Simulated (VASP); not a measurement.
The system is Pd.

```xyz
1
Lattice="0.0000 1.9465 1.9465 1.9465 0.0000 1.9465 1.9465 1.9465 0.0000" Properties=species:S:1:pos:R:3 pbc="T T T"
Pd    0.0000    0.0000    0.0000
```

- Program: VASP 6.6.1
- Task: relaxation of cell and atoms
- Functional: PBEsol
- Potentials or basis: VASP PAW PBE potentials, release 64 (Pd)
- Cutoff: 500 eV
- k mesh: 10 × 10 × 10
- Occupations: gaussian, width 0.05 eV
- Spin: no spin polarisation

At the start: pressure -3.2 GPa; volume 14.75 Å³/atom.

How do energy, volume and symmetry change on relaxing?

Over 3 steps the energy falls by 2.4 meV/atom and the volume is 14.51 Å³/atom (-1.6 %); space group Fm-3m (No. 225, to 0.05 Å).

The path:
```csv
step,energy change (eV),largest force (eV/Å),pressure (GPa),volume (Å³)
1,0.0000,0.0000,-3.18,14.75
2,0.0043,0.0000,5.84,14.13
3,-0.0024,0.0000,-0.02,14.51
```

Final structure:
```xyz
1
Lattice="0.0000 1.9361 1.9361 1.9361 0.0000 1.9361 1.9361 1.9361 0.0000" Properties=species:S:1:pos:R:3 pbc="T T T"
Pd    0.0000    0.0000    0.0000
```

Caveat: the PAW data sets were made with another functional, which shifts forces and pressure a little.
